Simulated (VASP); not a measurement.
# Mg (P6_3/mmc) in VASP: further runs

Mg is run at these levels: PBE; tasks: single point.

Program: VASP 6.6.1. These are calculated values, not measurements. Logs are shortened: lines on timing, memory, paths and dates and some standing lists are left out, and cuts for length are marked.

**1. The cell of the first run**

It takes space group P6_3/mmc (No. 194, hexagonal). Conventional cell: a = 3.185 Å, b = 3.185 Å, c = 5.231 Å, α = 90.00°, β = 90.00°, γ = 120.00°. Mg (site symmetry -6m2) has 12 Mg at 3.19 to 3.20 Å within 4.2 Å.

**2. Single point, PBE**

INCAR

```
SYSTEM = Mg
ALGO = Normal
EDIFF = 1E-6
ENCUT = 520
GGA = PE
ISIF = 2
ISMEAR = 0
LASPH = .True.
LCHARG = .False.
LREAL = .False.
LWAVE = .False.
NBANDS = 9
NELM = 80
PREC = Accurate
SIGMA = 0.05
```

KPOINTS

```
k-points
0
Gamma
  8 8 4
  0 0 0
```

POSCAR

```
Mg
1.0
    3.1852407056      0.0000000000      0.0000000000
   -1.5926203528      2.7584993682      0.0000000000
    0.0000000000      0.0000000000      5.2309805948
Mg
2
Direct
    0.3333333333      0.6666666667      0.7500000000
    0.6666666667      0.3333333333      0.2500000000
```

Potentials or basis: VASP PAW PBE potentials, release 64 (Mg).

Run with:

```sh
$ cat potpaw_PBE.64/Mg/POTCAR > POTCAR
$ mpirun -np 1 vasp_std > vasp.out
```

OUTCAR:

```text
SYSTEM = Mg
   EDIFF = 1E-6
   ENCUT = 520
   GGA = PE
   ISIF = 2
   ISMEAR = 0
   LASPH = .True.
   LREAL = .False.
   NELM = 80
   PREC = Accurate

 ion  position               nearest neighbor table
   1  0.333  0.667  0.750-   2 3.20   2 3.20   2 3.20   2 3.20   2 3.20   2 3.20
   2  0.667  0.333  0.250-   1 3.20   1 3.20   1 3.20   1 3.20   1 3.20   1 3.20

  LATTYP: Found a hexagonal cell.
 ALAT       =     3.1852407056
 C/A-ratio  =     1.6422559795

  Lattice vectors:

 A1 = (   3.1852407056,   0.0000000000,   0.0000000000)
 A2 = (  -1.5926203528,   2.7584993682,   0.0000000000)
 A3 = (   0.0000000000,   0.0000000000,   5.2309805948)

Analysis of symmetry for initial positions (statically):
=====================================================================
 Subroutine PRICEL returns:
 Original cell was already a primitive cell.

 Routine SETGRP: Setting up the symmetry group for a
 hexagonal supercell.

 Subroutine GETGRP returns: Found 24 space group operations
 (whereof 12 operations were pure point group operations)
 out of a pool of 24 trial point group operations.

The static configuration has the point symmetry D_3d.
 The point group associated with its full space group is D_6h.

Analysis of symmetry for dynamics (positions and initial velocities):
=====================================================================
 Subroutine PRICEL returns:
 Original cell was already a primitive cell.

 Routine SETGRP: Setting up the symmetry group for a
 hexagonal supercell.

 Subroutine GETGRP returns: Found 24 space group operations
 (whereof 12 operations were pure point group operations)
 out of a pool of 24 trial point group operations.

The dynamic configuration has the point symmetry D_3d.
 The point group associated with its full space group is D_6h.

 Subroutine INISYM returns: Found 24 space group operations
 (whereof 12 operations are pure point group operations),
 and found     1 'primitive' translations

----------------------------------------------------------------------------------------

                                     Primitive cell

  volume of cell :      45.9619

  direct lattice vectors                    reciprocal lattice vectors
     3.185240706  0.000000000  0.000000000     0.313948016  0.181257972  0.000000000
    -1.592620353  2.758499368  0.000000000     0.000000000  0.362515943  0.000000000
     0.000000000  0.000000000  5.230980595     0.000000000  0.000000000  0.191168746

  length of vectors
     3.185240706  3.185240706  5.230980595     0.362515943  0.362515943  0.191168746

[... 83 lines left out ...]
   NSW    =      0    number of steps for IOM
   IBRION =     -1    ionic relax: 0-MD 1-quasi-New 2-CG
   NFREE  =      0    steps in history (QN), initial steepest desc. (CG)
   ISIF   =      2    stress and relaxation
   ISYM   =      2    0-nonsym 1-usesym 2-fastsym
   POTIM  = 0.5000    time-step for ionic-motion
   TEBEG  =    0.0;   TEEND  =   0.0 temperature during run
   PSTRESS=    0.0 pullay stress
   NELECT =       4.0000    total number of electrons
   NUPDOWN=      -1.0000    fix difference up-down
   EMIN   =  10.00;   EMAX   =-10.00  energy-range for DOS
   EFERMI =   0.00;   METHOD = LEGACY
   ISMEAR =     0;   SIGMA  =   0.05  broadening in eV -4-tet -1-fermi 0-gaus
   EFERMI_NEDOS =   21; number of points for ismear=-14 and -15
   IALGO  =     38    algorithm
   IMIX   =      4    mixing-type and parameters
     AMIX     =   0.40;   BMIX     =  1.00
     AMIX_MAG =   1.60;   BMIX_MAG =  1.00
  volume/ion in A,a.u.               =      22.98       155.08
  Fermi-wavevector in a.u.,A,eV,Ry     =   0.725486  1.370969  7.161144  0.526329
  Thomas-Fermi vector in A             =   1.816219
   LORBIT       =      0    0 simple, 1 ext, 2 COOP (PROOUT), +10 PAW based schemes
   GGA     = PE    functional components
   LHFCALC =     F    Hartree Fock is set to
   AEXX    =    0.0000 exact exchange contribution
   IVDW    =     0    specifies the selected vdW correction
   LEPSILON=     F    determine dielectric tensor
   LRPA    =     F    only Hartree local field effects (RPA)
 non-spin polarized calculation
 Gauss-broadening in eV      SIGMA  =   0.05
  energy-cutoff  :      520.00
  volume of cell :       45.96
 maximum number of plane-waves:      1252
 NGX is ok and might be reduce to    24
   NGX = 11   NGY = 11   NGZ = 19

 number of electron       4.0000000 magnetization

 Free energy of the ion-electron system (eV)
  ---------------------------------------------------
  ext. energy  EPLUGINS =         0.00000000
  ---------------------------------------------------
  free energy    TOTEN  =        -3.03559294 eV

  energy without entropy =       -3.03517483  energy(sigma->0) =       -3.03538389

 E-fermi :   2.4877     XC(G=0):  -8.4874

 val. band max:        2.4533466772   @ k =   0.2500   0.0000   0.0000
 cond. band min:       2.8421171019   @ k =   0.3750   0.1250   0.2500
 fundamental gap:      0.3887704247
 Fermi energy:         2.4876828890

 k-point     1 :       0.0000    0.0000    0.0000
  band No.  band energies     occupation
      1      -4.2985      2.00000
      2       0.8862      2.00000
      3       1.2840      2.00000
      4      13.6834      0.00000
      5      13.6834      0.00000
      6      13.8231      0.00000
      7      13.8231      0.00000
      8      14.3765      0.00000
      9      16.1666      0.00000
[... 265 lines left out ...]
 k-point    24 :       0.3750    0.0000    0.5000
  band No.  band energies     occupation
      1      -0.2221      2.00000
      2      -0.2221      2.00000
      3       4.4994      0.00000
      4       4.4994      0.00000
      5       9.8299      0.00000
      6       9.8299      0.00000
      7      11.0280      0.00000
      8      11.0280      0.00000
      9      12.3338      0.00000

 [... further k-points ...]
[... 5 lines left out ...]
  --------------------------------------------------------------------------------------
  -------------------------------------------------------------------------------------
  Total       -0.0552068     -0.0552068     -0.0863788      0.0000000      0.0000000      0.0000000
  in kB       -1.9244434     -1.9244434     -3.0110615      0.0000000      0.0000000      0.0000000
  external PRESSURE =      -2.2866494 kB  Pullay stress =       0.0000000 kB

 VOLUME and BASIS-vectors are now :
 -----------------------------------------------------------------------------
  energy-cutoff  :      520.00
  volume of cell :       45.96
      direct lattice vectors                 reciprocal lattice vectors
     3.185240706  0.000000000  0.000000000     0.313948016  0.181257972  0.000000000
    -1.592620353  2.758499368  0.000000000     0.000000000  0.362515943  0.000000000
     0.000000000  0.000000000  5.230980595     0.000000000  0.000000000  0.191168746

 POSITION                                       TOTAL-FORCE (eV/Angst)
 -----------------------------------------------------------------------------------
     -0.00000      1.83900      3.92324         0.000000     -0.000000      0.000000
      1.59262      0.91950      1.30775        -0.000000      0.000000      0.000000
 -----------------------------------------------------------------------------------
    total drift:                                0.000000     -0.000000      0.000000

  FREE ENERGIE OF THE ION-ELECTRON SYSTEM (eV)
  ---------------------------------------------------
  free  energy   TOTEN  =        -3.0355929427 eV

  energy  without entropy=       -3.0351748322  energy(sigma->0) =       -3.03538389
```

It took 16 s on 1 thread of AMD EPYC 7R13, shared host; peak memory 0.13 GiB.

Results:

| Quantity | Value |
| --- | --- |
| Free energy | -3.0356 eV |
| Pressure | -0.2 GPa |
| Band gap on the k mesh | zero (band 2 reaches 3.65 eV, above the bottom of band 3 at 1.28 eV) |

**3. Single point, PBE, non-collinear spin, zero start, spin-orbit coupling**

INCAR

```
SYSTEM = Mg
PREC = Accurate
ENCUT = 520
EDIFF = 1E-6
ISMEAR = 0
SIGMA = 0.05
LREAL = .False.
LASPH = .True.
NELM = 150
ALGO = Normal
ISIF = 2
LWAVE = .False.
LCHARG = .True.
MAGMOM = 0 0 0 0 0 0
LORBIT = 11
LSORBIT = .True.
GGA_COMPAT = .False.
LORBMOM = .True.
GGA = PE
LVHAR = .True.
NBANDS = 16
```

KPOINTS

```
Automatic mesh
0
Gamma
  16 16 8
  0 0 0
```

POSCAR

```
Mg
1.0
    3.2063615620      0.0000000000      0.0000000000
   -1.6031807810      2.7767905664      0.0000000000
    0.0000000000      0.0000000000      5.1622928295
Mg
2
Direct
    0.3333333333      0.6666666667      0.7500000000
    0.6666666667      0.3333333333      0.2500000000
```

Potentials or basis: VASP PAW PBE potentials, release 64 (Mg).

Run with:

```sh
$ cat potpaw_PBE.64/Mg/POTCAR > POTCAR
$ mpirun -np 1 vasp_ncl > vasp.out
```

It took 3.7 min on 1 thread of AMD EPYC 7R13, shared host; peak memory 0.31 GiB.

The run converged. Its results:

```
Free energy                                           : -3.0089 eV
Pressure                                              : -0.2 GPa
Net moment                                            : 0.00 μB per cell
Valence electrons inside the program's atomic spheres : Mg 0.35
```

Moments on the atoms (μB; x, y, z):
```
Mg  0.00 0.00 0.00
Mg  0.00 0.00 0.00
```
